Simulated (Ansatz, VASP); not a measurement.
**TaSi2 in VASP and in Ansatz**

```
CELL_PARAMETERS angstrom
2.65706 0.00000 0.00000
0.00000 2.65706 0.00000
0.00000 0.00000 7.65555
ATOMIC_POSITIONS crystal
Ta 0.00000 0.00000 0.50000
Si 0.00000 0.00000 0.16081
Si 0.00000 0.00000 0.83919
```

Alike in both runs: functional PBE; k mesh 7 × 7 × 3; occupations gaussian, width 0.2 eV; no spin polarisation.

Ansatz relaxed the structure, and its values are those at the end. VASP's run is a single point on that final structure, the one shown.

```csv
,VASP,Ansatz
version,VASP 6.6.1,Ansatz 0.2.0
potentials or method,"VASP PAW PBE potentials, release 64 (Ta_pv, Si), cutoff 500 eV","scalar-relativistic, plane waves, PAW"
valence electrons in the cell,19,21
```

|  | VASP | Ansatz | Ansatz less VASP |
| --- | --- | --- | --- |
| gap on the k mesh at the Fermi level (eV) | none | none | - |
| pressure (GPa) | 0.1 | 0.1 | -0.03 |
| rms of the force components (eV/Å) | 0.018 | 0.015 | -0.0031 |

A gap of «none» marks a metal or a gap that the smearing closes. With one functional, cell and mesh, what is left measures potentials, basis and numerics. VASP's potentials hold 19 valence electrons a cell and Ansatz's 21, so a difference there can come from the potentials and not from the codes.

Spin-orbit coupling is off throughout.
